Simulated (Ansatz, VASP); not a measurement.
## Lu: VASP beside Ansatz

INCAR

```
PREC     = Accurate       # precision mode
ENCUT    = 520            # plane-wave cutoff, eV
EDIFF    = 1E-7           # SCF threshold, eV
ISMEAR   = -1             # smearing method
SIGMA    = 0.05           # smearing width, eV
LREAL    = F              # projectors in reciprocal space
LASPH    = T              # aspherical terms in the spheres
NELM     = 100            # most SCF steps
ALGO     = Normal         # electronic algorithm
ISIF     = 2              # what is computed and relaxed
LWAVE    = F              # write WAVECAR
LCHARG   = F              # write CHGCAR
GGA      = PS             # functional
NBANDS   = 18             # bands
```

Contents of KPOINTS:

```
Automatic mesh
0
Gamma
  16 16 16
```

POSCAR

```
Lu
1.0
   -1.8306481584      1.8306481584      1.8306481584
    1.8306481584     -1.8306481584      1.8306481584
    1.8306481584      1.8306481584     -1.8306481584
Lu
1
Direct
    0.0000000000      0.0000000000      0.0000000000
```

Input for Ansatz:

```yaml
crystal:
  lattice:
    - [-1.8306481584, 1.8306481584, 1.8306481584]
    - [1.8306481584, -1.8306481584, 1.8306481584]
    - [1.8306481584, 1.8306481584, -1.8306481584]
  atoms:
    - { symbol: Lu, position: [0.0, 0.0, 0.0] }
kpoints:
  mp_grid: { grid: [16, 16, 16] }
  band_path:
    path:
      - [0.0, 0.0, 0.0]
      - [0.5, -0.5, 0.5]
      - [0.0, 0.0, 0.5]
      - [0.0, 0.0, 0.0]
      - [0.25, 0.25, 0.25]
      - [0.5, -0.5, 0.5]
      - [0.25, 0.25, 0.25]
      - [0.0, 0.0, 0.5]
    npoints: 8
scf:
  occupations: { method: fermi_dirac, width: 0.05 }
hamiltonian:
  xc: pbesol
  pseudopotentials: { kind: paw }
output:
  forces: true
  stress: true
  eigenvalues: true
  populations: true
  dos: { projected: true, de: 0.2, e_range: [-14, 8] }
```

Change from the starting cell: volume scaled by 0.88, PAW files.

Alike in both runs: task single point; functional PBEsol; k mesh 16 × 16 × 16; occupations fermi-dirac, width 0.05 eV; no spin polarisation.

|  | VASP | Ansatz |
| --- | --- | --- |
| version | VASP 6.6.1 | Ansatz 0.2.0 |
| potentials or method | VASP PAW PBE potentials, release 64 (Lu) | PAW with Ansatz's default frozen-core files, scalar-relativistic |
| plane-wave cutoff (eV) | 520 | 420 |
| valence electrons in the cell | 25 | 25 |

|  | VASP | Ansatz | Ansatz less VASP |
| --- | --- | --- | --- |
| pressure (GPa) | 7.4 | 7.1 | -0.28 |

VASP's potentials were made for PBE, not for PBEsol. The functional is the same, so the differences come from potentials, cutoffs and numerics.

Neither program's run includes spin-orbit coupling.
